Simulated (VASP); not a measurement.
A run of VASP 6.6.1 is set up as follows.

Contents of INCAR:

```
PREC = Accurate
ENCUT = 520
EDIFF = 1E-6
ISMEAR = -1
SIGMA = 0.1
LREAL = F
LASPH = T
NELM = 60
ALGO = Normal
ISIF = 2
LWAVE = F
LCHARG = F
GGA = PS
NBANDS = 18
```

The input KPOINTS:

```
Automatic mesh
0
Gamma
  10 10 10
```

Contents of POSCAR:

```
Yb
1.0
   -2.1514830000      2.1514830000      2.1514830000
    2.1514830000     -2.1514830000      2.1514830000
    2.1514830000      2.1514830000     -2.1514830000
Yb
1
Direct
    0.0000000000      0.0000000000      0.0000000000
```

Potentials or basis: VASP PAW PBE potentials, release 64 (Yb).

Launch:

```sh
$ cat potpaw_PBE.64/Yb/POTCAR > POTCAR
$ mpirun -np 1 vasp_std > vasp.out
```

Question: Predict the band gap on the k mesh.

Answer: Zero (bands 12 and 13 overlap by 0.43 eV).

Question: What does it give for the pressure?

Answer: -4.0 GPa.

Caveat: the cell stands under tension; the PAW data sets were made with another functional, which shifts forces and pressure a little; spin-orbit coupling is left out, which moves the levels of the heavy elements. Spin polarisation is off, so any magnetic state and its effect on volume and gap are missing.
